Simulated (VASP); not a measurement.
# CdS in VASP: notebook

CdS is run at these levels: PBE; tasks: single point.

Program: VASP 6.6.1. These are calculated values, not measurements. Logs are shortened: lines on timing, memory, paths and dates and some standing lists are left out, and cuts for length are marked.

### Step 1. The cell of the first run

The cell holds a sheet with vacuum, 2 atoms: a = 4.162 Å, b = 4.162 Å, c = 16.000 Å, α = 90.00°, β = 90.00°, γ = 90.00°.

### Step 2. Single point, PBE

File INCAR:

```
PREC = Accurate
ENCUT = 520
EDIFF = 1E-7
ISMEAR = 0
SIGMA = 0.1
LREAL = F
LASPH = T
NELM = 80
ALGO = Normal
ISIF = 2
LWAVE = F
LCHARG = F
LDIPOL = T
IDIPOL = 3
DIPOL = 0.5 0.5 0.500
GGA = PE
NBANDS = 16
```

File KPOINTS:

```
Automatic mesh
0
Gamma
  4 4 1
```

File POSCAR:

```
CdS
1.0
    4.1619650000      0.0000000000      0.0000000000
    0.0000000000      4.1619650000      0.0000000000
    0.0000000000      0.0000000000     16.0000000000
Cd S
1 1
Direct
    0.5000000000      0.0000000000      0.5459836500
    0.5000000000      0.5000000000      0.4540163500
```

Potentials or basis: VASP PAW PBE potentials, release 64 (Cd, S).

Started as:

```
$ cat potpaw_PBE.64/Cd/POTCAR potpaw_PBE.64/S/POTCAR > POTCAR
$ mpirun -np 1 vasp_std > vasp.out
```

OUTCAR:

```text
PREC = Accurate
   ENCUT = 520
   EDIFF = 1E-7
   ISMEAR = 0
   LREAL = F
   LASPH = T
   NELM = 80
   ISIF = 2
   GGA = PE

 ion  position               nearest neighbor table
   1  0.500  0.000  0.546-   2 2.55   2 2.55
   2  0.500  0.500  0.454-   1 2.55   1 2.55

  LATTYP: Found a simple tetragonal cell.
 ALAT       =     4.1619650000
 C/A-ratio  =     3.8443379509

  Lattice vectors:

 A1 = (   4.1619650000,   0.0000000000,   0.0000000000)
 A2 = (   0.0000000000,   4.1619650000,   0.0000000000)
 A3 = (   0.0000000000,   0.0000000000,  16.0000000000)

Analysis of symmetry for initial positions (statically):
=====================================================================
 Subroutine PRICEL returns:
 Original cell was already a primitive cell.

 Routine SETGRP: Setting up the symmetry group for a
 simple tetragonal supercell.

 Subroutine GETGRP returns: Found  4 space group operations
 (whereof  4 operations were pure point group operations)
 out of a pool of 16 trial point group operations.

The static configuration has the point symmetry C_2v.

Analysis of symmetry for dynamics (positions and initial velocities):
=====================================================================
 Subroutine PRICEL returns:
 Original cell was already a primitive cell.

 Routine SETGRP: Setting up the symmetry group for a
 simple tetragonal supercell.

 Subroutine GETGRP returns: Found  4 space group operations
 (whereof  4 operations were pure point group operations)
 out of a pool of 16 trial point group operations.

The dynamic configuration has the point symmetry C_2v.

 Subroutine INISYM returns: Found  4 space group operations
 (whereof  4 operations are pure point group operations),
 and found     1 'primitive' translations

----------------------------------------------------------------------------------------

                                     Primitive cell

  volume of cell :     277.1512

  direct lattice vectors                    reciprocal lattice vectors
     4.161965000  0.000000000  0.000000000     0.240271122  0.000000000  0.000000000
     0.000000000  4.161965000  0.000000000     0.000000000  0.240271122  0.000000000
     0.000000000  0.000000000 16.000000000     0.000000000  0.000000000  0.062500000

  length of vectors
     4.161965000  4.161965000 16.000000000     0.240271122  0.240271122  0.062500000

  position of ions in fractional coordinates (direct lattice)
     0.500000000  0.000000000  0.545983650
     0.500000000  0.500000000  0.454016350

  ion indices of the primitive-cell ions
   primitive index   ion index
                 1           1
                 2           2

----------------------------------------------------------------------------------------

 KPOINTS: Automatic mesh

Automatic generation of k-mesh.
 Grid dimensions read from file:
 generate k-points for:    4    4    1

 Generating k-lattice:

  Cartesian coordinates                     Fractional coordinates (reciprocal lattice)
     0.060067780  0.000000000  0.000000000     0.250000000  0.000000000  0.000000000
     0.000000000  0.060067780  0.000000000     0.000000000  0.250000000  0.000000000
     0.000000000  0.000000000  0.062500000     0.000000000  0.000000000  1.000000000

  Length of vectors
     0.060067780  0.060067780  0.062500000

  Shift w.r.t. Gamma in fractional coordinates (k-lattice)
     0.000000000  0.000000000  0.000000000

 Subroutine IBZKPT returns following result:
 ===========================================

 Found      9 irreducible k-points:

 Following reciprocal coordinates:
            Coordinates               Weight
  0.000000  0.000000  0.000000      1.000000
  0.250000  0.000000  0.000000      2.000000
  0.000000  0.250000  0.000000      2.000000
  0.500000  0.000000  0.000000      1.000000
  0.000000  0.500000  0.000000      1.000000
  0.250000  0.250000  0.000000      4.000000
  0.500000  0.250000  0.000000      2.000000
 -0.250000  0.500000  0.000000      2.000000
  0.500000  0.500000  0.000000      1.000000
   k-points           NKPTS =      9   k-points in BZ     NKDIM =      9   number of bands    NBANDS=     16
   number of dos      NEDOS =    301   number of ions     NIONS =      2
   total plane-waves  NPLWV = 122880
   dimension x,y,z NGX =    32 NGY =   32 NGZ =  120
   dimension x,y,z NGXF=    64 NGYF=   64 NGZF=  240
   ions per type =               1   1
   NGX,Y,Z   is equivalent  to a cutoff of  12.78, 12.78, 12.47 a.u.
   NGXF,Y,Z  is equivalent  to a cutoff of  25.56, 25.56, 24.94 a.u.
 SYSTEM =  unknown system
   PREC   = accura    normal or accurate (medium, high low for compatibility)
   ISTART =      0    job   : 0-new  1-cont  2-samecut
   ICHARG =      2    charge: 1-file 2-atom 10-const
   ISPIN  =      1    spin polarized calculation?
   LNONCOLLINEAR =      F non collinear calculations
   LSORBIT =      F    spin-orbit coupling
   LASPH  =      T    aspherical Exc in radial PAW
   ENCUT  =  520.0 eV  38.22 Ry    6.18 a.u.   7.74  7.74 29.75*2*pi/ulx,y,z
   NELM   =     80;   NELMIN=  2; NELMDL= -5     # of ELM steps
   EDIFF  = 0.1E-06   stopping-criterion for ELM
   LREAL  =      F    real-space projection
   EDIFFG = 0.1E-05   stopping-criterion for IOM
   NSW    =      0    number of steps for IOM
   IBRION =     -1    ionic relax: 0-MD 1-quasi-New 2-CG
   NFREE  =      0    steps in history (QN), initial steepest desc. (CG)
   ISIF   =      2    stress and relaxation
   ISYM   =      2    0-nonsym 1-usesym 2-fastsym
   POTIM  = 0.5000    time-step for ionic-motion
   TEBEG  =    0.0;   TEEND  =   0.0 temperature during run
   PSTRESS=    0.0 pullay stress
   NELECT =      18.0000    total number of electrons
   NUPDOWN=      -1.0000    fix difference up-down
   EMIN   =  10.00;   EMAX   =-10.00  energy-range for DOS
   EFERMI =   0.00;   METHOD = LEGACY
   ISMEAR =     0;   SIGMA  =   0.10  broadening in eV -4-tet -1-fermi 0-gaus
   EFERMI_NEDOS =   21; number of points for ismear=-14 and -15
   IALGO  =     38    algorithm
   IMIX   =      4    mixing-type and parameters
     AMIX     =   0.40;   BMIX     =  1.00
     AMIX_MAG =   1.60;   BMIX_MAG =  1.00
  volume/ion in A,a.u.               =     138.58       935.15
  Fermi-wavevector in a.u.,A,eV,Ry     =   0.658052  1.243538  5.891760  0.433032
  Thomas-Fermi vector in A             =   1.729752
   LORBIT       =      0    0 simple, 1 ext, 2 COOP (PROOUT), +10 PAW based schemes
   GGA     = PE    functional components
   LHFCALC =     F    Hartree Fock is set to
   AEXX    =    0.0000 exact exchange contribution
   IVDW    =     0    specifies the selected vdW correction
   LEPSILON=     F    determine dielectric tensor
   LRPA    =     F    only Hartree local field effects (RPA)
 non-spin polarized calculation
 Gauss-broadening in eV      SIGMA  =   0.10
  energy-cutoff  :      520.00
  volume of cell :      277.15
 maximum number of plane-waves:      7483
 NGX is ok and might be reduce to    32
   NGX = 15   NGY = 15   NGZ = 59

 number of electron      18.0000007 magnetization

 dipolmoment           0.000000      0.000000     -0.304461 electrons x Angstroem

 Free energy of the ion-electron system (eV)
  ---------------------------------------------------
  ext. energy  EPLUGINS =         0.00000000
  ---------------------------------------------------
  free energy    TOTEN  =        -3.97571347 eV

  energy without entropy =       -3.97028309  energy(sigma->0) =       -3.97299828

 E-fermi :  -3.3186     XC(G=0):  -2.6081

 val. band max:       -3.3805632846   @ k =   0.0000   0.5000   0.0000
 cond. band min:      -3.2387011259   @ k =   0.0000   0.5000   0.0000
 fundamental gap:      0.1418621587
 Fermi energy:        -3.3185831478

 k-point     1 :       0.0000    0.0000    0.0000
  band No.  band energies     occupation
      1     -14.9815      2.00000
      2     -11.9670      2.00000
      3     -11.8505      2.00000
      4     -11.8033      2.00000
      5     -11.6843      2.00000
      6     -11.6716      2.00000
      7      -6.5098      2.00000
      8      -4.4134      2.00000
      9      -3.7205      2.00000
     10      -3.2070      0.11458
     11      -0.7418      0.00000
     12       0.4054      0.00000
     13       1.9856      0.00000
     14       2.5228      0.00000
     15       3.0232      0.00000
     16       3.3828      0.00000

 k-point     2 :       0.2500    0.0000    0.0000
  band No.  band energies     occupation
      1     -14.9333      2.00000
      2     -11.9646      2.00000
      3     -11.8320      2.00000
      4     -11.8219      2.00000
      5     -11.6865      2.00000
      6     -11.6351      2.00000
      7      -6.2391      2.00000
      8      -4.4236      2.00000
      9      -4.3510      2.00000
     10      -2.9158      0.00000
     11      -0.2240      0.00000
     12       0.4318      0.00000
     13       0.9235      0.00000
     14       2.4565      0.00000
     15       2.9948      0.00000
     16       3.7270      0.00000

 k-point     3 :       0.0000    0.2500    0.0000
  band No.  band energies     occupation
      1     -14.9174      2.00000
      2     -11.9379      2.00000
      3     -11.7983      2.00000
      4     -11.7978      2.00000
      5     -11.6992      2.00000
      6     -11.5578      2.00000
      7      -6.7298      2.00000
      8      -5.1910      2.00000
      9      -3.5564      1.99923
     10      -3.1180      0.00455
     11      -0.0902      0.00000
     12       1.1301      0.00000
     13       1.5001      0.00000
     14       2.8197      0.00000
     15       2.9928      0.00000
     16       3.1025      0.00000

 k-point     4 :       0.5000    0.0000    0.0000
  band No.  band energies     occupation
      1     -14.8840      2.00000
      2     -11.9623      2.00000
      3     -11.8405      2.00000
      4     -11.8192      2.00000
      5     -11.7013      2.00000
      6     -11.5779      2.00000
      7      -5.8484      2.00000
      8      -5.0485      2.00000
      9      -4.2871      2.00000
     10      -2.4340      0.00000
     11      -1.2142      0.00000
     12       0.8792      0.00000
     13       1.6146      0.00000
     14       2.1305      0.00000
     15       3.2674      0.00000
     16       3.8525      0.00000

 k-point     5 :       0.0000    0.5000    0.0000
  band No.  band energies     occupation
      1     -14.8568      2.00000
      2     -11.9096      2.00000
      3     -11.7925      2.00000
      4     -11.7272      2.00000
      5     -11.6955      2.00000
      6     -11.4272      2.00000
      7      -7.3527      2.00000
      8      -5.1503      2.00000
      9      -3.3806      1.61926
     10      -3.2387      0.25860
     11      -0.0042      0.00000
     12       1.3417      0.00000
     13       2.0398      0.00000
     14       2.8721      0.00000
     15       2.8737      0.00000
     16       3.5735      0.00000

 k-point     6 :       0.2500    0.2500    0.0000
  band No.  band energies     occupation
      1     -14.8720      2.00000
      2     -11.9152      2.00000
      3     -11.8161      2.00000
      4     -11.7913      2.00000
      5     -11.7183      2.00000
      6     -11.5228      2.00000
      7      -6.4838      2.00000
      8      -5.0761      2.00000
      9      -4.1844      2.00000
     10      -2.8342      0.00000
     11       0.3873      0.00000
     12       0.4932      0.00000
     13       1.6079      0.00000
     14       2.1236      0.00000
     15       3.3610      0.00000
     16       3.4459      0.00000

 k-point     7 :       0.5000    0.2500    0.0000
  band No.  band energies     occupation
      1     -14.8255      2.00000
      2     -11.8961      2.00000
      3     -11.8339      2.00000
      4     -11.7844      2.00000
      5     -11.7373      2.00000
      6     -11.4835      2.00000
      7      -6.1633      2.00000
      8      -4.9491      2.00000
      9      -4.7319      2.00000
     10      -2.3055      0.00000
     11      -1.1699      0.00000
     12       1.6970      0.00000
     13       1.9094      0.00000
     14       2.6342      0.00000
     15       3.1356      0.00000
     16       3.2144      0.00000

 k-point     8 :      -0.2500    0.5000    0.0000
  band No.  band energies     occupation
      1     -14.8144      2.00000
      2     -11.8720      2.00000
      3     -11.8093      2.00000
      4     -11.7506      2.00000
      5     -11.6909      2.00000
      6     -11.4172      2.00000
      7      -7.1219      2.00000
      8      -5.0440      2.00000
      9      -3.9022      2.00000
     10      -2.9387      0.00000
     11       0.4444      0.00000
     12       0.4669      0.00000
     13       1.8217      0.00000
     14       2.5763      0.00000
     15       3.3673      0.00000
     16       4.0431      0.00000

 k-point     9 :       0.5000    0.5000    0.0000
  band No.  band energies     occupation
      1     -14.7709      2.00000
      2     -11.8360      2.00000
      3     -11.8261      2.00000
      4     -11.7737      2.00000
      5     -11.6848      2.00000
      6     -11.4074      2.00000
      7      -6.8461      2.00000
      8      -4.9313      2.00000
      9      -4.3404      2.00000
     10      -2.3415      0.00000
     11      -1.2722      0.00000
     12       1.4906      0.00000
     13       2.2771      0.00000
     14       3.0063      0.00000
     15       3.1016      0.00000
     16       4.0463      0.00000

------------------------ aborting loop because EDIFF is reached ----------------------------------------

 vacuum level on the upper side and lower side of the slab       (xc-potential included)        -1.645         1.446

  FORCE on cell =-STRESS in cart. coord.  units (eV):
  Direction    XX          YY          ZZ          XY          YZ          ZX
  --------------------------------------------------------------------------------------
  -------------------------------------------------------------------------------------
  Total        0.3862912     -2.1238332     -2.8538771      0.0000000      0.0000000      0.0000000
  in kB        2.2331020    -12.2776194    -16.4979135      0.0000000      0.0000000      0.0000000
  external PRESSURE =      -8.8474770 kB  Pullay stress =       0.0000000 kB

 VOLUME and BASIS-vectors are now :
 -----------------------------------------------------------------------------
  energy-cutoff  :      520.00
  volume of cell :      277.15
      direct lattice vectors                 reciprocal lattice vectors
     4.161965000  0.000000000  0.000000000     0.240271122  0.000000000  0.000000000
     0.000000000  4.161965000  0.000000000     0.000000000  0.240271122  0.000000000
     0.000000000  0.000000000 16.000000000     0.000000000  0.000000000  0.062500000

 POSITION                                       TOTAL-FORCE (eV/Angst)
 -----------------------------------------------------------------------------------
      2.08098      0.00000      8.73574         0.000000      0.000000     -1.954059
      2.08098      2.08098      7.26426         0.000000      0.000000      1.954059
 -----------------------------------------------------------------------------------
    total drift:                                0.000000      0.000000      0.000224

  FREE ENERGIE OF THE ION-ELECTRON SYSTEM (eV)
  ---------------------------------------------------
  free  energy   TOTEN  =        -3.9757134726 eV

  energy  without entropy=       -3.9702830928  energy(sigma->0) =       -3.97299828

 vacuum level on the upper side and lower side of the slab        -0.591         2.605
```

Wall time 26 s (1 thread of Intel Xeon 6975P-C (Granite Rapids), shared host); peak memory 0.34 GiB.

What came out:

```
Free energy            : -3.9757 eV
Largest force          : 1.954 eV/Å
Band gap on the k mesh : 0.14 eV, direct
```

Forces on the atoms (eV/Å):
```
Cd   0.000  0.000 -1.954
S    0.000  0.000  1.954
```

### Step 3. Single point, PBE

File INCAR:

```
SYSTEM = CdS
PREC = Accurate
ENCUT = 520
EDIFF = 1E-6
ISMEAR = 0
SIGMA = 0.1
LREAL = .False.
LASPH = .True.
NELM = 60
ALGO = Normal
ISIF = 2
LWAVE = .False.
LCHARG = .False.
LDIPOL = .True.
IDIPOL = 3
DIPOL = 0.5 0.5 0.500
GGA = PE
NBANDS = 16
```

File KPOINTS:

```
regular mesh
0
Gamma
  4 4 1
  0 0 0
```

POSCAR is that of step 2.

Potentials or basis: VASP PAW PBE potentials, release 64 (Cd, S).

Started as:

```
$ cat potpaw_PBE.64/Cd/POTCAR potpaw_PBE.64/S/POTCAR > POTCAR
$ mpirun -np 1 vasp_std > vasp.out
```

Run time: 24 s. Hardware: 1 thread of Intel Xeon 6975P-C (Granite Rapids), shared host; peak memory 0.34 GiB.

The run converged. Its results:

```yaml
Free_energy: -3.9757 eV
Largest_force: 1.954 eV/Å
Band_gap_on_the_k_mesh: 0.14 eV, direct
```

Forces in eV/Å, atoms in the order of the input:
```
Cd   0.000  0.000 -1.954
S    0.000  0.000  1.954
```

Levels at points of the mesh, in eV from the valence-band top:
```csv
k point,band 5,band 6,band 7,band 8,band 9,band 10,band 11,band 12,band 13,band 14
"(0.00, 0.00, 0.00)",-8.30,-8.29,-3.13,-1.03,-0.34,0.17,2.64,3.79,5.37,5.90
"(0.50, 0.00, 0.00)",-8.32,-8.20,-2.47,-1.67,-0.91,0.95,2.17,4.26,5.00,5.51
"(0.00, 0.50, 0.00)",-8.32,-8.05,-3.97,-1.77,0.00,0.14,3.38,4.72,5.42,6.25
"(0.50, 0.50, 0.00)",-8.30,-8.03,-3.47,-1.55,-0.96,1.04,2.11,4.87,5.66,6.39
```

(Continued in part 2 of 2.)
